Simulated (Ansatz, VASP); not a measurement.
**CuO: VASP beside Ansatz**

POSCAR

```
CuO
1.0
    3.2377759293      0.0000000000      0.0000000000
    0.0000000000      3.2377759293      0.0000000000
    0.0000000000      0.0000000000      4.7407223129
Cu O
2 2
Direct
    0.0000000000      0.0000000000      0.0000000000
    0.5000000000      0.5000000000      0.0000000000
    0.5000000000      0.0000000000      0.2670000000
    0.0000000000      0.5000000000      0.7330000000
```

File INCAR.step1:

```
SYSTEM = CuO
ALGO     = Normal         ! electronic algorithm
EDIFF    = 1E-4           ! SCF threshold, eV
ENCUT    = 520            ! plane-wave cutoff, eV
GGA      = PE             ! functional
ISMEAR   = -1             ! smearing method
LASPH    = .True.         ! aspherical terms in the spheres
LCHARG   = .False.        ! write CHGCAR
LREAL    = .False.        ! projectors in reciprocal space
LWAVE    = .True.         ! write WAVECAR
NBANDS   = 25             ! bands
NELM     = 60             ! most SCF steps
PREC     = Accurate       ! precision mode
SIGMA    = 0.05           ! smearing width, eV
```

The input INCAR.step2:

```
SYSTEM = CuO
ALGO     = Normal         ! electronic algorithm
EDIFF    = 1E-7           ! SCF threshold, eV
ENCUT    = 520            ! plane-wave cutoff, eV
ISIF     = 2              ! what is computed and relaxed
ISMEAR   = -1             ! smearing method
ISTART   = 1            
LASPH    = .True.         ! aspherical terms in the spheres
LCHARG   = .False.        ! write CHGCAR
LMIXTAU  = .True.       
LREAL    = .False.        ! projectors in reciprocal space
LWAVE    = .False.        ! write WAVECAR
METAGGA  = R2SCAN         ! meta-GGA
NBANDS   = 25             ! bands
NELM     = 60             ! most SCF steps
PREC     = Accurate       ! precision mode
SIGMA    = 0.05           ! smearing width, eV
```

Contents of KPOINTS:

```
k-points
0
Gamma
  8 8 6
  0 0 0
```

File input.yaml:

```yaml
crystal:
  lattice:
    - [3.2377759293, 0.0, 0.0]
    - [0.0, 3.2377759293, 0.0]
    - [0.0, 0.0, 4.7407223129]
  atoms:
    - { symbol: Cu, position: [0.0, 0.0, 0.0] }
    - { symbol: Cu, position: [0.5, 0.5, 0.0] }
    - { symbol: O, position: [0.5, 0.0, 0.267] }
    - { symbol: O, position: [0.0, 0.5, 0.733] }
hamiltonian:
  xc: r2scan
  pseudopotentials: { kind: paw }
kpoints:
  mp_grid: { grid: [8, 8, 6] }
scf:
  occupations: { method: fermi_dirac, width: 0.05 }
output:
  forces: true
  stress: true
  eigenvalues: true
```

Alike in both runs: task single point; functional r2SCAN; k mesh 8 × 8 × 6; occupations fermi-dirac, width 0.05 eV; no spin polarisation.

|  | VASP | Ansatz |
| --- | --- | --- |
| version | VASP 6.6.1 | Ansatz 0.2.0 |
| potentials or method | VASP PAW PBE potentials, release 64 (Cu, O) | Ansatz PAW |
| plane-wave cutoff (eV) | 520 | 500 |
| valence electrons in the cell | 34 | 50 |

|  | VASP | Ansatz | Ansatz less VASP |
| --- | --- | --- | --- |
| gap on the k mesh at the Fermi level (eV) | none | none | - |
| pressure (GPa) | 2.1 | 1.4 | -0.71 |
| traceless stress, the component that is largest in VASP (GPa) | -21.63 | -21.50 | +0.128 |
| rms of the force components (eV/Å) | 0.812 | 0.851 | +0.0387 |

VASP's potentials were made for PBE, not for r2SCAN. Atom by atom the forces differ by 0.039 eV/Å (rms over components). A gap of «none» marks a metal or a gap that the smearing closes. VASP's potentials hold 34 valence electrons a cell and Ansatz's 50, so a difference there can come from the potentials and not from the codes.
